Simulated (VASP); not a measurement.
Here is a VASP 6.6.1 calculation.

The input POSCAR:

```
Se
1.0
   -1.4792111121      1.4792111121      1.4792111121
    1.4792111121     -1.4792111121      1.4792111121
    1.4792111121      1.4792111121     -1.4792111121
Se
1
Direct
    0.0000000000      0.0000000000      0.0000000000
```

INCAR.step1

```
PREC = Accurate ; ENCUT = 520
ISMEAR = 0 ; SIGMA = 0.05
LREAL = F ; LASPH = T
NELM = 80 ; NBANDS = 9
GGA = PE ; ALGO = Normal
EDIFF = 1E-4 ; LWAVE = T
LCHARG = F
```

File INCAR.step2:

```
PREC = Accurate ; ENCUT = 520
EDIFF = 1E-7 ; ISMEAR = 0
SIGMA = 0.05 ; LREAL = F
LASPH = T ; NELM = 80
ALGO = Normal ; ISIF = 2
LWAVE = F ; LCHARG = T
METAGGA = R2SCAN ; LMIXTAU = T
LELF = T ; LVHAR = T
NBANDS = 9 ; ISTART = 1
```

The input KPOINTS:

```
Automatic mesh
0
Gamma
  22 22 22
```

Potentials or basis: VASP PAW PBE potentials, release 64 (Se).

Launch:

```console
$ cat potpaw_PBE.64/Se/POTCAR > POTCAR
$ cp INCAR.step1 INCAR
$ mpirun -np 1 vasp_std > vasp.out
$ cp INCAR.step2 INCAR
$ mpirun -np 1 vasp_std > vasp.out
```

Problem. Predict the band gap on the k mesh.

Solution. Zero (bands 3 and 4 overlap by 12.63 eV).

Problem. Predict the pressure.

Solution. 92.4 GPa.

Caveat: the cell stands under pressure; the PAW data sets were made with another functional, which shifts forces and pressure a little.
